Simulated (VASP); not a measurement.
# SnTe (I4mm) in VASP: further runs, part 2 of 2

VASP 6.6.1. Earlier steps stand in the parts before.

## (3) Single point, PBE (atoms displaced along a vibrational mode, the cell strained)

The input, INCAR:

```
SYSTEM = SnTe
  PREC = Accurate
  ENCUT = 520
  EDIFF = 1E-7
  ISMEAR = 0
  SIGMA = 0.03
  LREAL = .FALSE.
  LASPH = .TRUE.
  NELM = 80
  ALGO = Normal
  ISIF = 2
  LWAVE = .FALSE.
  LCHARG = .FALSE.
  GGA = PE
  NBANDS = 17
```

The input, KPOINTS:

```
Automatic mesh
0
G
  10 10 10
  0 0 0
```

The input, POSCAR:

```
SnTe
1.0
    0.0000000000      3.1795589142      3.1795589142
    3.1795589142      0.0000000000      3.1795589142
    3.1795589142      3.1795589142      0.0000000000
Sn Te
1 1
Direct
    0.0143473360     -0.0143473360     -0.0143473360
    0.4866522551      0.5133477449      0.5133477449
```

Potentials or basis: VASP PAW PBE potentials, release 64 (Sn_d, Te).

Run with:

```console
$ cat potpaw_PBE.64/Sn_d/POTCAR potpaw_PBE.64/Te/POTCAR > POTCAR
$ mpirun -np 1 vasp_std > vasp.out
```

OUTCAR:

```text
SYSTEM = SnTe
   PREC = Accurate
   ENCUT = 520
   EDIFF = 1E-7
   ISMEAR = 0
   LREAL = .FALSE.
   LASPH = .TRUE.
   NELM = 80
   ISIF = 2
   GGA = PE

 ion  position               nearest neighbor table
   1  0.014  0.986  0.986-   2 3.00   2 3.18   2 3.18   2 3.18   2 3.18   2 3.36
   2  0.487  0.513  0.513-   1 3.00   1 3.18   1 3.18   1 3.18   1 3.18   1 3.36

  LATTYP: Found a face centered cubic cell.
 ALAT       =     6.3591178284

  Lattice vectors:

 A1 = (   0.0000000000,   3.1795589142,   3.1795589142)
 A2 = (   3.1795589142,   0.0000000000,   3.1795589142)
[... 667 lines left out ...]

  FORCE on cell =-STRESS in cart. coord.  units (eV):
  Direction    XX          YY          ZZ          XY          YZ          ZX
  --------------------------------------------------------------------------------------
  -------------------------------------------------------------------------------------
  Total        0.7934570      0.4321731      0.4321731      0.0000000     -0.0000000      0.0000000
  in kB       19.7744016     10.7705441     10.7705441      0.0000000     -0.0000000      0.0000000
  external PRESSURE =      13.7718299 kB  Pullay stress =       0.0000000 kB

 VOLUME and BASIS-vectors are now :
 -----------------------------------------------------------------------------
  energy-cutoff  :      520.00
  volume of cell :       64.29
      direct lattice vectors                 reciprocal lattice vectors
     0.000000000  3.179558914  3.179558914    -0.157254517  0.157254517  0.157254517
     3.179558914  0.000000000  3.179558914     0.157254517 -0.157254517  0.157254517
     3.179558914  3.179558914  0.000000000     0.157254517  0.157254517 -0.157254517

 POSITION                                       TOTAL-FORCE (eV/Angst)
 -----------------------------------------------------------------------------------
      6.26788      3.17956      3.17956         0.106752      0.000000      0.000000
      3.26444      3.17956      3.17956        -0.106752      0.000000      0.000000
 -----------------------------------------------------------------------------------
    total drift:                               -0.000118     -0.000000     -0.000000

  FREE ENERGIE OF THE ION-ELECTRON SYSTEM (eV)
  ---------------------------------------------------
  free  energy   TOTEN  =        -7.5557957096 eV

  energy  without entropy=       -7.5557957096  energy(sigma->0) =       -7.55579571
```

stdout:

```text
POSCAR found type information on POSCAR SnTe
 POSCAR found :  2 types and       2 ions
 scaLAPACK will be used
 LDA part: xc-table for (Slater+PW92), standard interpolation
 POSCAR, INCAR and KPOINTS ok, starting setup
 FFT: planning ... GRIDC
 FFT: planning ... GRID_SOFT
 FFT: planning ... GRID
 WAVECAR not read
 entering main loop
```

Wall time 72 s (1 thread of AMD EPYC 9R45 (Zen 5), shared host); peak memory 0.25 GiB.

What came out:

```
Free energy            : -7.5558 eV
Pressure               : 1.4 GPa
Largest force          : 0.107 eV/Å
Band gap on the k mesh : 0.46 eV
```

Forces on the atoms (eV/Å):
```
Sn   0.107  0.000  0.000
Te  -0.107  0.000  0.000
```

Levels at points of the mesh, in eV from the valence-band top:
```tsv
k point	band 7	band 8	band 9	band 10	band 11	band 12	band 13	band 14
(0.00, 0.00, 0.00)	-4.57	-1.95	-1.86	-1.86	3.28	3.28	3.55	5.00
(0.50, 0.00, 0.00)	-7.99	-1.70	-1.58	0.00	0.46	0.63	0.79	7.81
(0.50, 0.50, 0.00)	-6.26	-5.20	-3.42	-3.40	2.30	5.07	5.14	6.36
(0.00, 0.50, 0.50)	-6.53	-4.93	-3.43	-3.43	2.47	5.00	5.00	6.46
```

Caveat: the cell differs from its parent crystal (atoms displaced along a vibrational mode, the cell strained); semilocal functionals underestimate gaps, and a narrow one can read as zero; spin-orbit coupling is left out, which moves the levels of the heavy elements. A k mesh can miss the band edges.

## (4) Single point, PBE (atoms displaced along a vibrational mode, the cell strained)

The input, INCAR:

```
PREC = Accurate
ENCUT = 520
EDIFF = 1E-7
ISMEAR = 0
SIGMA = 0.03
LREAL = False
LASPH = True
NELM = 60
ALGO = Normal
ISIF = 2
LWAVE = False
LCHARG = False
GGA = PE
NBANDS = 17
```

The input, KPOINTS:

```
regular mesh
0
Gamma
  10 10 10
```

The input, POSCAR:

```
SnTe
1.0
    0.0000000000      3.1795589142      3.1795589142
    3.1795589142      0.0000000000      3.1795589142
    3.1795589142      3.1795589142      0.0000000000
Sn Te
1 1
Direct
    0.0114778688     -0.0114778688     -0.0114778688
    0.4893218041      0.5106781959      0.5106781959
```

Run with:

```console
$ cat potpaw_PBE.64/Sn_d/POTCAR potpaw_PBE.64/Te/POTCAR > POTCAR
$ mpirun -np 1 vasp_std > vasp.out
```

Wall time 72 s (1 thread of AMD EPYC 9R45 (Zen 5), shared host); peak memory 0.25 GiB.

The run converged. Its results:

| Property | Result |
| --- | --- |
| Free energy | -7.5586 eV |
| Pressure | 1.2 GPa |
| Largest force | 0.056 eV/Å |
| Band gap on the k mesh | 0.36 eV |

Forces on the atoms (eV/Å):
```
Sn   0.056  0.000  0.000
Te  -0.056  0.000  0.000
```

Stress tensor (GPa, compression positive):
```
1.60 0.00 0.00
0.00 1.05 0.00
0.00 0.00 1.05
```

Levels at points of the mesh, in eV from the valence-band top:
| k point | band 8 | band 9 | band 10 | band 11 | band 12 | band 13 |
| --- | --- | --- | --- | --- | --- | --- |
| (0.00, 0.00, 0.00) | -1.98 | -1.91 | -1.91 | 3.30 | 3.30 | 3.48 |
| (0.50, 0.00, 0.00) | -1.70 | -1.61 | 0.00 | 0.36 | 0.57 | 0.68 |
| (0.50, 0.50, 0.00) | -5.25 | -3.47 | -3.45 | 2.31 | 4.99 | 5.04 |
| (0.00, 0.50, 0.50) | -5.06 | -3.47 | -3.47 | 2.43 | 4.95 | 4.95 |

Caveat: the cell differs from its parent crystal (atoms displaced along a vibrational mode, the cell strained); semilocal functionals underestimate gaps, and a narrow one can read as zero; spin-orbit coupling is left out, which moves the levels of the heavy elements. A k mesh can miss the band edges.

## (5) Single point, PBE (atoms displaced along a vibrational mode)

The input, INCAR:

```
PREC = Accurate
ENCUT = 520
EDIFF = 1E-7
ISMEAR = 0
SIGMA = 0.03
LREAL = F
LASPH = T
NELM = 80
ALGO = Normal
ISIF = 2
LWAVE = F
LCHARG = T
GGA = PE
LELF = T
LVHAR = T
NBANDS = 17
```

KPOINTS is that of step 4.

The input, POSCAR:

```
SnTe
1.0
    0.0000000000      3.2061701262      3.2061701262
    3.2061701262      0.0000000000      3.2061701262
    3.2061701262      3.2061701262      0.0000000000
Sn Te
1 1
Direct
    0.0143473360     -0.0143473360     -0.0143473360
    0.4866522551      0.5133477449      0.5133477449
```

Run with:

```console
$ cat potpaw_PBE.64/Sn_d/POTCAR potpaw_PBE.64/Te/POTCAR > POTCAR
$ mpirun -np 1 vasp_std > vasp.out
```

It took 72 s on 1 thread of AMD EPYC 9R45 (Zen 5), shared host; peak memory 0.25 GiB.

The run converged. Its results:

| Item | Value |
| --- | --- |
| Free energy | -7.5644 eV |
| Pressure | 0.3 GPa |
| Largest force | 0.061 eV/Å |
| Band gap on the k mesh | 0.46 eV |

Forces in eV/Å, atoms in the order of the input:
```
Sn   0.061  0.000  0.000
Te  -0.061  0.000  0.000
```

Stress tensor (GPa, compression positive):
```
0.84 0.00 0.00
0.00 0.01 0.00
0.00 0.00 0.01
```

Levels at points of the mesh, in eV from the valence-band top:
```
           k point  band 7  band 8  band 9  band 10  band 11  band 12  band 13  band 14
(0.00, 0.00, 0.00)   -4.64   -1.87   -1.77    -1.77     3.26     3.26     3.51     5.07
(0.50, 0.00, 0.00)   -7.84   -1.62   -1.50     0.00     0.46     0.68     0.84     7.77
(0.50, 0.50, 0.00)   -6.22   -5.01   -3.28    -3.26     2.40     4.97     5.05     6.20
(0.00, 0.50, 0.50)   -6.46   -4.77   -3.29    -3.29     2.59     4.90     4.90     6.29
```

Caveat: the cell differs from its parent crystal (atoms displaced along a vibrational mode); semilocal functionals underestimate gaps, and a narrow one can read as zero; spin-orbit coupling is left out, which moves the levels of the heavy elements.

## (6) Overview

```csv
cell,gap on the mesh (eV),pressure (GPa),largest force (eV/Å)
"a = 4.458 Å, angles 60.0°, 2 atoms, atomic positions A",0.37,2.4,0.09
"a = 4.497 Å, angles 60.0°, 2 atoms, atomic positions B",0.46,1.4,0.11
"a = 4.497 Å, angles 60.0°, 2 atoms, atomic positions A",0.36,1.2,0.06
"a = 4.534 Å, angles 60.0°, 2 atoms, atomic positions B",0.46,0.3,0.06
```

Alike in all rows: task single point; level PBE; potentials or basis VASP PAW PBE potentials, release 64 (Sn_d, Te); no spin polarisation; k mesh 10 × 10 × 10; cutoff (eV) 520; smearing gaussian 0.03 eV.

Caveats: semilocal functionals underestimate gaps, and a narrow one can read as zero; spin-orbit coupling is left out, which moves the levels of the heavy elements.

Absolute energies hang on the potentials; compare differences alone.
